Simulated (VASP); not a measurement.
# Pt (P6_3/mmc) in VASP: a series of runs, part 2 of 2

VASP 6.6.1.

### Step 4. Single point, LDA (volume scaled by 1.04)

The input, INCAR:

```
SYSTEM = Pt
PREC = Accurate ; ENCUT = 520
EDIFF = 1E-6 ; ISMEAR = -1
SIGMA = 0.05 ; LREAL = .False.
LASPH = .True. ; NELM = 100
ALGO = Normal ; ISIF = 2
LWAVE = .False. ; LCHARG = .False.
NBANDS = 17
```

The input, KPOINTS:

```
regular mesh
0
Gamma
  11 11 6
  0 0 0
```

The input, POSCAR:

```
Pt
1.0
    2.7969943295      0.0000000000      0.0000000000
   -1.3984971647      2.4222681435      0.0000000000
    0.0000000000      0.0000000000      4.8551956265
Pt
2
Direct
    0.3333333333      0.6666666667      0.2500000000
    0.6666666667      0.3333333333      0.7500000000
```

Potentials or basis: VASP PAW LDA potentials, release 64 (Pt).

Started as:

```sh
> cat potpaw_LDA.64/Pt/POTCAR > POTCAR
> mpirun -np 1 vasp_std > vasp.out
```

OUTCAR:

```text
SYSTEM = Pt
   PREC = Accurate
   ENCUT = 520
   EDIFF = 1E-6
   ISMEAR = -1
   LREAL = .False.
   LASPH = .True.
   NELM = 100
   ISIF = 2

 ion  position               nearest neighbor table
   1  0.333  0.667  0.250-   2 2.92   2 2.92   2 2.92   2 2.92   2 2.92   2 2.92
   2  0.667  0.333  0.750-   1 2.92   1 2.92   1 2.92   1 2.92   1 2.92   1 2.92

  LATTYP: Found a hexagonal cell.
 ALAT       =     2.7969943295
 C/A-ratio  =     1.7358618054

  Lattice vectors:

 A1 = (   2.7969943295,   0.0000000000,   0.0000000000)
 A2 = (  -1.3984971647,   2.4222681435,   0.0000000000)
 A3 = (   0.0000000000,   0.0000000000,   4.8551956265)

Analysis of symmetry for initial positions (statically):
=====================================================================
 Subroutine PRICEL returns:
 Original cell was already a primitive cell.

 Routine SETGRP: Setting up the symmetry group for a
 hexagonal supercell.

 Subroutine GETGRP returns: Found 24 space group operations
 (whereof 12 operations were pure point group operations)
 out of a pool of 24 trial point group operations.

The static configuration has the point symmetry D_3d.
 The point group associated with its full space group is D_6h.

Analysis of symmetry for dynamics (positions and initial velocities):
=====================================================================
 Subroutine PRICEL returns:
 Original cell was already a primitive cell.

 Routine SETGRP: Setting up the symmetry group for a
 hexagonal supercell.

 Subroutine GETGRP returns: Found 24 space group operations
 (whereof 12 operations were pure point group operations)
 out of a pool of 24 trial point group operations.

The dynamic configuration has the point symmetry D_3d.
 The point group associated with its full space group is D_6h.

 Subroutine INISYM returns: Found 24 space group operations
 (whereof 12 operations are pure point group operations),
 and found     1 'primitive' translations

----------------------------------------------------------------------------------------

                                     Primitive cell

  volume of cell :      32.8943

  direct lattice vectors                    reciprocal lattice vectors
     2.796994329  0.000000000  0.000000000     0.357526645  0.206418105  0.000000000
    -1.398497165  2.422268144  0.000000000     0.000000000  0.412836210  0.000000000
     0.000000000  0.000000000  4.855195626     0.000000000  0.000000000  0.205964924

  length of vectors
     2.796994329  2.796994329  4.855195626     0.412836210  0.412836210  0.205964924

  position of ions in fractional coordinates (direct lattice)
     0.333333333  0.666666667  0.250000000
     0.666666667  0.333333333  0.750000000

  ion indices of the primitive-cell ions
   primitive index   ion index
                 1           1
                 2           2

----------------------------------------------------------------------------------------

 KPOINTS: regular mesh

Automatic generation of k-mesh.
 Grid dimensions read from file:
 generate k-points for:   11   11    6

 Generating k-lattice:

  Cartesian coordinates                     Fractional coordinates (reciprocal lattice)
     0.032502422  0.018765282  0.000000000     0.090909091 -0.000000000  0.000000000
     0.000000000  0.037530565  0.000000000     0.000000000  0.090909091  0.000000000
     0.000000000  0.000000000  0.034327487     0.000000000  0.000000000  0.166666667

  Length of vectors
     0.037530565  0.037530565  0.034327487

  Shift w.r.t. Gamma in fractional coordinates (k-lattice)
     0.000000000  0.000000000  0.000000000

 Subroutine IBZKPT returns following result:
 ===========================================

 Found     64 irreducible k-points:

 Following reciprocal coordinates:
            Coordinates               Weight
  0.000000  0.000000  0.000000      1.000000
  0.090909  0.000000  0.000000      6.000000
  0.181818 -0.000000  0.000000      6.000000
  0.272727 -0.000000  0.000000      6.000000
  0.363636 -0.000000  0.000000      6.000000
  0.454545 -0.000000  0.000000      6.000000
[... 16 lines left out ...]
  0.090909  0.090909  0.166667     12.000000
  0.181818  0.090909  0.166667     24.000000
 [... further k-points ...]
   k-points           NKPTS =     64   k-points in BZ     NKDIM =     64   number of bands    NBANDS=     17
   number of dos      NEDOS =    301   number of ions     NIONS =      2
   total plane-waves  NPLWV =  20736
   dimension x,y,z NGX =    24 NGY =   24 NGZ =   36
   dimension x,y,z NGXF=    48 NGYF=   48 NGZF=   72
   ions per type =               2
   NGX,Y,Z   is equivalent  to a cutoff of  14.26, 14.26, 12.33 a.u.
   NGXF,Y,Z  is equivalent  to a cutoff of  28.53, 28.53, 24.65 a.u.
 SYSTEM =  Pt
   PREC   = accura    normal or accurate (medium, high low for compatibility)
   ISTART =      0    job   : 0-new  1-cont  2-samecut
   ICHARG =      2    charge: 1-file 2-atom 10-const
   ISPIN  =      1    spin polarized calculation?
   LNONCOLLINEAR =      F non collinear calculations
   LSORBIT =      F    spin-orbit coupling
   LASPH  =      T    aspherical Exc in radial PAW
   ENCUT  =  520.0 eV  38.22 Ry    6.18 a.u.   5.20  5.20  9.03*2*pi/ulx,y,z
   NELM   =    100;   NELMIN=  2; NELMDL= -5     # of ELM steps
   EDIFF  = 0.1E-05   stopping-criterion for ELM
   LREAL  =      F    real-space projection
   EDIFFG = 0.1E-04   stopping-criterion for IOM
   NSW    =      0    number of steps for IOM
   IBRION =     -1    ionic relax: 0-MD 1-quasi-New 2-CG
   NFREE  =      0    steps in history (QN), initial steepest desc. (CG)
   ISIF   =      2    stress and relaxation
   ISYM   =      2    0-nonsym 1-usesym 2-fastsym
   POTIM  = 0.5000    time-step for ionic-motion
   TEBEG  =    0.0;   TEEND  =   0.0 temperature during run
   PSTRESS=    0.0 pullay stress
   NELECT =      20.0000    total number of electrons
   NUPDOWN=      -1.0000    fix difference up-down
   EMIN   =  10.00;   EMAX   =-10.00  energy-range for DOS
   EFERMI =   0.00;   METHOD = LEGACY
   ISMEAR =    -1;   SIGMA  =   0.05  broadening in eV -4-tet -1-fermi 0-gaus
   EFERMI_NEDOS =   21; number of points for ismear=-14 and -15
   IALGO  =     38    algorithm
   IMIX   =      4    mixing-type and parameters
     AMIX     =   0.40;   BMIX     =  1.00
     AMIX_MAG =   1.60;   BMIX_MAG =  1.00
  volume/ion in A,a.u.               =      16.45       110.99
  Fermi-wavevector in a.u.,A,eV,Ry     =   1.386898  2.620858 26.170632  1.923487
  Thomas-Fermi vector in A             =   2.511171
   LORBIT       =      0    0 simple, 1 ext, 2 COOP (PROOUT), +10 PAW based schemes
   GGA     = CA    functional components
   LHFCALC =     F    Hartree Fock is set to
   AEXX    =    0.0000 exact exchange contribution
   IVDW    =     0    specifies the selected vdW correction
   LEPSILON=     F    determine dielectric tensor
   LRPA    =     F    only Hartree local field effects (RPA)
 non-spin polarized calculation
  energy-cutoff  :      520.00
  volume of cell :       32.89
 maximum number of plane-waves:       898
 NGX is ok and might be reduce to    24
   NGX = 11   NGY = 11   NGZ = 19

 number of electron      19.9999996 magnetization

 Free energy of the ion-electron system (eV)
  ---------------------------------------------------
  ext. energy  EPLUGINS =         0.00000000
  ---------------------------------------------------
  free energy    TOTEN  =       -14.64475682 eV

  energy without entropy =      -14.60580439  energy(sigma->0) =      -14.62528060

 E-fermi :   9.4997     XC(G=0): -13.1839

 val. band max:        9.4979980821   @ k =   0.2727   0.2727   0.5000
 cond. band min:       9.5151270192   @ k =   0.3636  -0.0000   0.0000
 fundamental gap:      0.0171289371
 Fermi energy:         9.4996725569

 k-point     1 :       0.0000    0.0000    0.0000
  band No.  band energies     occupation
      1       0.2114      2.00000
      2       2.8081      2.00000
      3       5.7923      2.00000
      4       6.2894      2.00000
      5       6.2894      2.00000
      6       6.6292      2.00000
[... 9 lines left out ...]
     16      26.7530      0.00000
     17      30.0370      0.00000

 k-point     2 :       0.0909    0.0000    0.0000
  band No.  band energies     occupation
      1       0.4982      2.00000
      2       3.0689      2.00000
      3       5.7568      2.00000
      4       6.2872      2.00000
      5       6.5050      2.00000
      6       6.5063      2.00000
[... 9 lines left out ...]
     16      26.9651      0.00000
     17      28.6914      0.00000
[... 421 lines left out ...]
 k-point    24 :       0.1818    0.0909    0.1667
  band No.  band energies     occupation
      1       2.2014      2.00000
      2       4.1914      2.00000
      3       5.3087      2.00000
      4       5.4265      2.00000
      5       5.9685      2.00000
      6       6.5020      2.00000
[... 9 lines left out ...]
     16      25.8555      0.00000
     17      26.7405      0.00000

 [... further k-points ...]
[... 5 lines left out ...]
  --------------------------------------------------------------------------------------
  -------------------------------------------------------------------------------------
  Total       -4.6762797     -4.6762797     -4.5478120     -0.0000000      0.0000000      0.0000000
  in kB     -227.7668537   -227.7668536   -221.5095996     -0.0000000      0.0000000      0.0000000
  external PRESSURE =    -225.6811023 kB  Pullay stress =       0.0000000 kB

 VOLUME and BASIS-vectors are now :
 -----------------------------------------------------------------------------
  energy-cutoff  :      520.00
  volume of cell :       32.89
      direct lattice vectors                 reciprocal lattice vectors
     2.796994329  0.000000000  0.000000000     0.357526645  0.206418105  0.000000000
    -1.398497165  2.422268144  0.000000000     0.000000000  0.412836210  0.000000000
     0.000000000  0.000000000  4.855195626     0.000000000  0.000000000  0.205964924

 POSITION                                       TOTAL-FORCE (eV/Angst)
 -----------------------------------------------------------------------------------
     -0.00000      1.61485      1.21380        -0.000000      0.000000      0.000000
      1.39850      0.80742      3.64140         0.000000     -0.000000      0.000000
 -----------------------------------------------------------------------------------
    total drift:                               -0.000000      0.000000     -0.000000

  FREE ENERGIE OF THE ION-ELECTRON SYSTEM (eV)
  ---------------------------------------------------
  free  energy   TOTEN  =       -14.6447568150 eV

  energy  without entropy=      -14.6058043887  energy(sigma->0) =      -14.62528060
```

stdout:

```text
POSCAR found type information on POSCAR Pt
 POSCAR found :  1 types and       2 ions
 scaLAPACK will be used
 LDA part: xc-table for (Slater(with rela. corr.)+CA(PZ))
 , standard interpolation
 POSCAR, INCAR and KPOINTS ok, starting setup
 FFT: planning ... GRIDC
 FFT: planning ... GRID_SOFT
 FFT: planning ... GRID
 WAVECAR not read
 entering main loop
```

Run time: 13 s. Hardware: 1 thread of Intel Xeon Platinum 8488C (Sapphire Rapids), shared host; peak memory 0.16 GiB.

What came out:

| Quantity | Value |
| --- | --- |
| Free energy | -14.6448 eV |
| Pressure | -22.6 GPa |
| Band gap on the k mesh | zero (band 10 reaches 9.87 eV, above the bottom of band 11 at 8.77 eV) |

Caveat: spin-orbit coupling is left out, which moves the levels of the heavy elements.

### Step 5. Single point, LDA (volume scaled by 1.06)

The input, INCAR:

```
PREC = Accurate
ENCUT = 520
EDIFF = 1E-6
ISMEAR = -1
SIGMA = 0.05
LREAL = F
LASPH = T
NELM = 80
ALGO = Fast
ISIF = 2
LWAVE = F
LCHARG = T
LELF = T
LVHAR = T
NBANDS = 17
```

The input, KPOINTS:

```
regular mesh
0
Gamma
  11 11 6
```

The input, POSCAR:

```
Pt
1.0
    2.8148100603      0.0000000000      0.0000000000
   -1.4074050301      2.4376970190      0.0000000000
    0.0000000000      0.0000000000      4.8861212732
Pt
2
Direct
    0.3333333333      0.6666666667      0.2500000000
    0.6666666667      0.3333333333      0.7500000000
```

Started as:

```sh
> cat potpaw_LDA.64/Pt/POTCAR > POTCAR
> mpirun -np 1 vasp_std > vasp.out
```

It took 15 s on 1 thread of Intel Xeon Platinum 8488C (Sapphire Rapids), shared host; peak memory 0.16 GiB.

Results (log left out):

```
Free energy            : -14.5501 eV
Pressure               : -25.6 GPa
Band gap on the k mesh : zero (band 10 reaches 9.52 eV, above the bottom of band 11 at 8.46 eV)
```

Stress tensor (GPa, compression positive):
```
-25.96   0.00   0.00
  0.00 -25.96   0.00
  0.00   0.00 -24.76
```

Levels at points of the mesh, in eV from the Fermi level:
```
           k point  band 6  band 7  band 8  band 9  band 10  band 11  band 12  band 13  band 14  band 15
(0.00, 0.00, 0.00)   -2.78   -2.78   -1.62   -1.62    -0.46    -0.18    -0.18     4.29    15.20    15.65
(0.00, 0.00, 0.50)   -3.11   -3.11   -3.11   -0.71    -0.71    -0.71    -0.71    11.48    11.48    15.54
```

Caveat: spin-orbit coupling is left out, which moves the levels of the heavy elements.

### Step 6. Single point, PBEsol (volume scaled by 1.06)

The input, INCAR:

```
PREC = Accurate ; ENCUT = 520
EDIFF = 1E-6 ; ISMEAR = -1
SIGMA = 0.05 ; LREAL = False
LASPH = True ; NELM = 100
ALGO = Normal ; ISIF = 2
LWAVE = False ; LCHARG = False
GGA = PS ; NBANDS = 17
```

KPOINTS is that of step 5.

POSCAR is that of step 5.

Potentials or basis: VASP PAW PBE potentials, release 64 (Pt).

Started as:

```sh
> cat potpaw_PBE.64/Pt/POTCAR > POTCAR
> mpirun -np 1 vasp_std > vasp.out
```

It took 14 s on 1 thread of Intel Xeon Platinum 8488C (Sapphire Rapids), shared host; peak memory 0.17 GiB.

It converged, with:

* Free energy: -13.5568 eV
* Pressure: -21.9 GPa
* Band gap on the k mesh: zero (band 10 reaches 9.50 eV, above the bottom of band 11 at 8.44 eV)

Stress tensor (GPa, compression positive):
```
-22.15   0.00   0.00
  0.00 -22.15   0.00
  0.00   0.00 -21.33
```

Levels at points of the mesh, in eV from the Fermi level:
| k point | band 8 | band 9 | band 10 | band 11 | band 12 | band 13 |
| --- | --- | --- | --- | --- | --- | --- |
| (0.00, 0.00, 0.00) | -1.62 | -1.62 | -0.52 | -0.19 | -0.19 | 4.28 |
| (0.00, 0.00, 0.50) | -3.09 | -0.71 | -0.71 | -0.71 | -0.71 | 11.44 |

Caveat: the PAW data sets were made with another functional, which shifts forces and pressure a little; spin-orbit coupling is left out, which moves the levels of the heavy elements.

### Step 7. Overview

```csv
level,potentials or basis,cell,gap on the mesh (eV),pressure (GPa)
LDA,"VASP PAW LDA potentials, release 64 (Pt)","a = 2.779, b = 2.779, c = 4.824 Å, angles 90.0, 90.0, 120.0°, 2 atoms",none,-19.1
PBEsol,"VASP PAW PBE potentials, release 64 (Pt)","a = 2.779, b = 2.779, c = 4.824 Å, angles 90.0, 90.0, 120.0°, 2 atoms",none,-15.2
LDA,"VASP PAW LDA potentials, release 64 (Pt)","a = 2.797, b = 2.797, c = 4.855 Å, angles 90.0, 90.0, 120.0°, 2 atoms",none,-22.6
LDA,"VASP PAW LDA potentials, release 64 (Pt)","a = 2.815, b = 2.815, c = 4.886 Å, angles 90.0, 90.0, 120.0°, 2 atoms",none,-25.6
PBEsol,"VASP PAW PBE potentials, release 64 (Pt)","a = 2.815, b = 2.815, c = 4.886 Å, angles 90.0, 90.0, 120.0°, 2 atoms",none,-21.9
```

Alike in all rows: task single point; no spin polarisation; k mesh 11 × 11 × 6; cutoff (eV) 520; smearing fermi-dirac 0.05 eV.

Caveats: spin-orbit coupling is left out, which moves the levels of the heavy elements; the PAW data sets were made with another functional, which shifts forces and pressure a little (some runs).

Total energies depend on the potentials used, so only differences within one code and one set of settings carry meaning.
